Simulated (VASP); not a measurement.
# ZnSe (F-43m) in VASP: phonons with r2SCAN

Aim: the phonons of ZnSe with r2SCAN.

All numbers are computed with VASP 6.6.1; they aren't measurements. Logs are shortened: lines on timing, memory, paths and dates and some standing lists are left out, and cuts for length are marked.

### 1 The cell of the first run

The structure is cubic, space group F-43m (No. 216). The conventional cell has a = 5.665 Å, b = 5.665 Å, c = 5.665 Å, α = 90.00°, β = 90.00°, γ = 90.00°. Within 3.2 Å of Zn (site symmetry -43m) lie 4 Se at 2.45 Å. Se (site symmetry -43m) has 4 Zn at 2.45 Å within 3.2 Å.

### 2 Phonons, r2SCAN

File INCAR:

```
ALGO = Normal
EDIFF = 1E-8
ENCUT = 520
IBRION = 6
ISIF = 2
ISMEAR = 0
LASPH = T
LCHARG = F
LMIXTAU = T
LREAL = F
LWAVE = F
METAGGA = R2SCAN
NELM = 80
NFREE = 2
NSW = 1
POTIM = 0.015
PREC = Accurate
SIGMA = 0.01
```

File KPOINTS:

```
k-points
0
Gamma
  8 8 8
```

File POSCAR:

```
ZnSe
1.0
    0.0000000000      2.8324425400      2.8324425400
    2.8324425400      0.0000000000      2.8324425400
    2.8324425400      2.8324425400      0.0000000000
Zn Se
1 1
Direct
    0.0000000000      0.0000000000      0.0000000000
    0.2500000000      0.2500000000      0.2500000000
```

Potentials or basis: VASP PAW PBE potentials, release 64 (Zn, Se).

Launch:

```
$ cat potpaw_PBE.64/Zn/POTCAR potpaw_PBE.64/Se/POTCAR > POTCAR
$ mpirun -np 1 vasp_std > vasp.out
```

OUTCAR:

```text
EDIFF = 1E-8
   ENCUT = 520
   IBRION = 6
   ISIF = 2
   ISMEAR = 0
   LASPH = T
   LREAL = F
   METAGGA = R2SCAN
   NELM = 80
   NFREE = 2
   NSW = 1
   POTIM = 0.015
   PREC = Accurate

 ion  position               nearest neighbor table
   1  0.000  0.000  0.000-   2 2.45   2 2.45   2 2.45   2 2.45
   2  0.250  0.250  0.250-   1 2.45   1 2.45   1 2.45   1 2.45

  LATTYP: Found a face centered cubic cell.
 ALAT       =     5.6648850800

  Lattice vectors:

 A1 = (   0.0000000000,   2.8324425400,   2.8324425400)
 A2 = (   2.8324425400,   0.0000000000,   2.8324425400)
 A3 = (   2.8324425400,   2.8324425400,   0.0000000000)

Analysis of symmetry for initial positions (statically):
=====================================================================
 Subroutine PRICEL returns:
 Original cell was already a primitive cell.

 Routine SETGRP: Setting up the symmetry group for a
 face centered cubic supercell.

 Subroutine GETGRP returns: Found 24 space group operations
 (whereof 24 operations were pure point group operations)
 out of a pool of 48 trial point group operations.

The static configuration has the point symmetry T_d .

Analysis of symmetry for dynamics (positions and initial velocities):
=====================================================================
 Subroutine PRICEL returns:
 Original cell was already a primitive cell.

 Routine SETGRP: Setting up the symmetry group for a
 face centered cubic supercell.

 Subroutine GETGRP returns: Found 24 space group operations
 (whereof 24 operations were pure point group operations)
 out of a pool of 48 trial point group operations.

The dynamic configuration has the point symmetry T_d .

 Subroutine INISYM returns: Found 24 space group operations
 (whereof 24 operations are pure point group operations),
 and found     1 'primitive' translations

----------------------------------------------------------------------------------------

                                     Primitive cell

  volume of cell :      45.4478

  direct lattice vectors                    reciprocal lattice vectors
     0.000000000  2.832442540  2.832442540    -0.176526088  0.176526088  0.176526088
     2.832442540  0.000000000  2.832442540     0.176526088 -0.176526088  0.176526088
     2.832442540  2.832442540  0.000000000     0.176526088  0.176526088 -0.176526088

  length of vectors
     4.005678655  4.005678655  4.005678655     0.305752153  0.305752153  0.305752153

  position of ions in fractional coordinates (direct lattice)
     0.000000000  0.000000000  0.000000000
     0.250000000  0.250000000  0.250000000

  ion indices of the primitive-cell ions
   primitive index   ion index
                 1           1
                 2           2

----------------------------------------------------------------------------------------

 KPOINTS: k-points

Automatic generation of k-mesh.
 Grid dimensions read from file:
 generate k-points for:    8    8    8

 Generating k-lattice:

  Cartesian coordinates                     Fractional coordinates (reciprocal lattice)
    -0.022065761  0.022065761  0.022065761     0.125000000  0.000000000  0.000000000
     0.022065761 -0.022065761  0.022065761     0.000000000  0.125000000  0.000000000
     0.022065761  0.022065761 -0.022065761     0.000000000  0.000000000  0.125000000

  Length of vectors
     0.038219019  0.038219019  0.038219019

  Shift w.r.t. Gamma in fractional coordinates (k-lattice)
     0.000000000  0.000000000  0.000000000

 Subroutine IBZKPT returns following result:
 ===========================================

 Found     29 irreducible k-points:

 Following reciprocal coordinates:
            Coordinates               Weight
  0.000000  0.000000  0.000000      1.000000
  0.125000  0.000000  0.000000      8.000000
  0.250000  0.000000  0.000000      8.000000
  0.375000  0.000000  0.000000      8.000000
  0.500000  0.000000  0.000000      4.000000
  0.125000  0.125000  0.000000      6.000000
[... 16 lines left out ...]
  0.500000  0.250000  0.125000     48.000000
 -0.375000  0.250000  0.125000     24.000000
 [... further k-points ...]
   k-points           NKPTS =     29   k-points in BZ     NKDIM =     29   number of bands    NBANDS=     13
   number of dos      NEDOS =    301   number of ions     NIONS =      2
   total plane-waves  NPLWV =  27000
   dimension x,y,z NGX =    30 NGY =   30 NGZ =   30
   dimension x,y,z NGXF=    60 NGYF=   60 NGZF=   60
   ions per type =               1   1
   NGX,Y,Z   is equivalent  to a cutoff of  12.45, 12.45, 12.45 a.u.
   NGXF,Y,Z  is equivalent  to a cutoff of  24.90, 24.90, 24.90 a.u.
 SYSTEM =  unknown system
   PREC   = accura    normal or accurate (medium, high low for compatibility)
   ISTART =      0    job   : 0-new  1-cont  2-samecut
   ICHARG =      2    charge: 1-file 2-atom 10-const
   ISPIN  =      1    spin polarized calculation?
   LNONCOLLINEAR =      F non collinear calculations
   LSORBIT =      F    spin-orbit coupling
   LASPH  =      T    aspherical Exc in radial PAW
   ENCUT  =  520.0 eV  38.22 Ry    6.18 a.u.   7.45  7.45  7.45*2*pi/ulx,y,z
   NELM   =     80;   NELMIN=  2; NELMDL= -5     # of ELM steps
   EDIFF  = 0.1E-07   stopping-criterion for ELM
   LREAL  =      F    real-space projection
   EDIFFG = 0.1E-06   stopping-criterion for IOM
   NSW    =     61    number of steps for IOM
   IBRION =      6    ionic relax: 0-MD 1-quasi-New 2-CG
   NFREE  =      2    steps in history (QN), initial steepest desc. (CG)
   ISIF   =      2    stress and relaxation
   ISYM   =      2    0-nonsym 1-usesym 2-fastsym
   POTIM  = 0.0150    time-step for ionic-motion
   TEBEG  =    0.0;   TEEND  =   0.0 temperature during run
   PSTRESS=    0.0 pullay stress
   NELECT =      18.0000    total number of electrons
   NUPDOWN=      -1.0000    fix difference up-down
   EMIN   =  10.00;   EMAX   =-10.00  energy-range for DOS
   EFERMI =   0.00;   METHOD = LEGACY
   ISMEAR =     0;   SIGMA  =   0.01  broadening in eV -4-tet -1-fermi 0-gaus
   EFERMI_NEDOS =   21; number of points for ismear=-14 and -15
   IALGO  =     38    algorithm
   IMIX   =      4    mixing-type and parameters
     AMIX     =   0.40;   BMIX     =  1.00
     AMIX_MAG =   1.60;   BMIX_MAG =  1.00
  volume/ion in A,a.u.               =      22.72       153.35
  Fermi-wavevector in a.u.,A,eV,Ry     =   1.202249  2.271922 19.665909  1.445404
  Thomas-Fermi vector in A             =   2.338036
   LORBIT       =      0    0 simple, 1 ext, 2 COOP (PROOUT), +10 PAW based schemes
   METAGGA = R2SCAN    functional components
   LHFCALC =     F    Hartree Fock is set to
   AEXX    =    0.0000 exact exchange contribution
   IVDW    =     0    specifies the selected vdW correction
   LEPSILON=     F    determine dielectric tensor
   LRPA    =     F    only Hartree local field effects (RPA)
 finite differences with symmetry
 non-spin polarized calculation
 Gauss-broadening in eV      SIGMA  =   0.01
  energy-cutoff  :      520.00
  volume of cell :       45.45
 maximum number of plane-waves:      1243
 NGX is ok and might be reduce to    30
   NGX = 15   NGY = 15   NGZ = 15

--------------------------------------- Ionic step        1  -------------------------------------------

 number of electron      18.0000011 magnetization

 Free energy of the ion-electron system (eV)
  ---------------------------------------------------
  ext. energy  EPLUGINS =         0.00000000
  ---------------------------------------------------
  free energy    TOTEN  =       -24.90922950 eV

  energy without entropy =      -24.90922950  energy(sigma->0) =      -24.90922950

------------------------ aborting loop because EDIFF is reached ----------------------------------------

  FORCE on cell =-STRESS in cart. coord.  units (eV):
  Direction    XX          YY          ZZ          XY          YZ          ZX
  --------------------------------------------------------------------------------------
  -------------------------------------------------------------------------------------
  Total        0.0327367      0.0327367      0.0327367     -0.0000000      0.0000000     -0.0000000
  in kB        1.1540715      1.1540715      1.1540715     -0.0000000      0.0000000     -0.0000000
  external PRESSURE =       1.1540715 kB  Pullay stress =       0.0000000 kB
[... 129 lines left out ...]
  energy  without entropy=      -24.9086012826  energy(sigma->0) =      -24.90860128

--------------------------------------- Ionic step        5  -------------------------------------------

 number of electron      18.0000010 magnetization

 Free energy of the ion-electron system (eV)
  ---------------------------------------------------
  ext. energy  EPLUGINS =         0.00000000
  ---------------------------------------------------
  free energy    TOTEN  =       -24.90860677 eV

  energy without entropy =      -24.90860677  energy(sigma->0) =      -24.90860677

 E-fermi :   1.3696     XC(G=0):  -9.9269

 val. band max:        1.3272684975   @ k =   0.0000   0.0000   0.0000
 cond. band min:       3.1839613735   @ k =   0.0000   0.0000   0.0000
 fundamental gap:      1.8566928760
 Fermi energy:         1.3695639015

 k-point     1 :       0.0000    0.0000    0.0000
  band No.  band energies     occupation
      1     -12.4127      2.00000
      2      -5.3973      2.00000
      3      -5.3887      2.00000
      4      -5.3802      2.00000
      5      -4.9802      2.00000
      6      -4.9801      2.00000
      7       1.2931      2.00000
      8       1.3109      2.00000
      9       1.3273      2.00000
     10       3.1840      0.00000
     11       7.6149      0.00000
     12       7.6256      0.00000
     13       7.6378      0.00000
[... 353 lines left out ...]
 k-point    24 :      -0.3750    0.2500    0.1250
  band No.  band energies     occupation
      1     -11.4563      2.00000
      2      -5.2704      2.00000
      3      -5.2305      2.00000
      4      -5.0153      2.00000
      5      -4.9749      2.00000
      6      -4.7745      2.00000
      7      -3.6645      2.00000
      8      -1.1301      2.00000
      9      -0.1700      2.00000
     10       6.0541      0.00000
     11       7.2910      0.00000
     12       9.2677      0.00000
     13      10.5535      0.00000

 [... further k-points ...]

------------------------ aborting loop because EDIFF is reached ----------------------------------------

  FORCE on cell =-STRESS in cart. coord.  units (eV):
  Direction    XX          YY          ZZ          XY          YZ          ZX
  --------------------------------------------------------------------------------------
  -------------------------------------------------------------------------------------
  Total        0.0332573      0.0349575      0.0349575      0.0000000      0.0795629      0.0000000
  in kB        1.1724234      1.2323602      1.2323602      0.0000000      2.8048385      0.0000000
  external PRESSURE =       1.2123813 kB  Pullay stress =       0.0000000 kB
[... 17 lines left out ...]
  FREE ENERGIE OF THE ION-ELECTRON SYSTEM (eV)
  ---------------------------------------------------
  free  energy   TOTEN  =       -24.9086067727 eV

  energy  without entropy=      -24.9086067727  energy(sigma->0) =      -24.90860677

 INTERNAL STRAIN TENSORS FROM DISPLACED ATOMS
 ============================================

 INTERNAL STRAIN TENSOR FOR ION    1 for displacements in x,y,z  (eV/Angst):
          X           Y           Z          XY          YZ          ZX
  --------------------------------------------------------------------------------
  x    -0.00000     0.00000     0.00000     0.00000     6.04413     0.00000
  y     0.00000     0.00000     0.00000     0.00000     0.00000     6.04413
  z     0.00000     0.00000    -0.00000     6.04413     0.00000     0.00000

 INTERNAL STRAIN TENSOR FOR ION    2 for displacements in x,y,z  (eV/Angst):
          X           Y           Z          XY          YZ          ZX
  --------------------------------------------------------------------------------
  x     0.00000     0.00000     0.00000     0.00000    -5.34505     0.00000
  y    -0.00000     0.00000    -0.00000     0.00000     0.00000    -5.34505
  z     0.00000     0.00000     0.00000    -5.34505     0.00000     0.00000

 Eigenvectors and eigenvalues of the dynamical matrix
 ----------------------------------------------------

   1 f  =    6.148979 THz    38.635173 2PiTHz  205.107854 cm-1    25.430121 meV
             X         Y         Z           dx          dy          dz
      0.000000  0.000000  0.000000     0.000000    0.740259    0.000000
      1.416221  1.416221  1.416221     0.000000   -0.672322    0.000000

   2 f  =    6.148979 THz    38.635173 2PiTHz  205.107854 cm-1    25.430121 meV
             X         Y         Z           dx          dy          dz
      0.000000  0.000000  0.000000     0.740259    0.000000    0.000000
      1.416221  1.416221  1.416221    -0.672322    0.000000    0.000000
[... 11 lines left out ...]
   5 f/i=    0.006050 THz     0.038016 2PiTHz    0.201822 cm-1     0.025023 meV
             X         Y         Z           dx          dy          dz
      0.000000  0.000000  0.000000     0.000000   -0.672322    0.000000
      1.416221  1.416221  1.416221     0.000000   -0.740259    0.000000

   6 f/i=    0.006050 THz     0.038016 2PiTHz    0.201822 cm-1     0.025023 meV
             X         Y         Z           dx          dy          dz
      0.000000  0.000000  0.000000     0.000000    0.000000   -0.672322
      1.416221  1.416221  1.416221     0.000000    0.000000   -0.740259

 ELASTIC MODULI CONTR FROM IONIC RELAXATION (kBar)
 Direction    XX          YY          ZZ          XY          YZ          ZX
 --------------------------------------------------------------------------------
 XX          -0.0000     -0.0000     -0.0000      0.0000      0.0000     -0.0000
 YY          -0.0000     -0.0000     -0.0000      0.0000      0.0000     -0.0000
 ZZ          -0.0000     -0.0000     -0.0000      0.0000      0.0000     -0.0000
 XY           0.0000      0.0000      0.0000   -206.6564     -0.0000      0.0000
 YZ           0.0000      0.0000      0.0000     -0.0000   -206.6564      0.0000
 ZX          -0.0000     -0.0000     -0.0000      0.0000      0.0000   -206.6564
 --------------------------------------------------------------------------------
```

It took 44 min on 1 thread of AMD EPYC, shared host; peak memory 0.22 GiB.

Results:

```
Highest phonon frequency at Γ, LO-TO splitting left out : 205 cm⁻¹
```

Phonon frequencies in cm⁻¹ (negative: imaginary):
| q point | frequencies |
| --- | --- |
| (0.000, 0.000, 0.000) | 0 0 0 205 205 205 |

Caveat: the PAW data sets were made with another functional, which shifts forces and pressure a little.
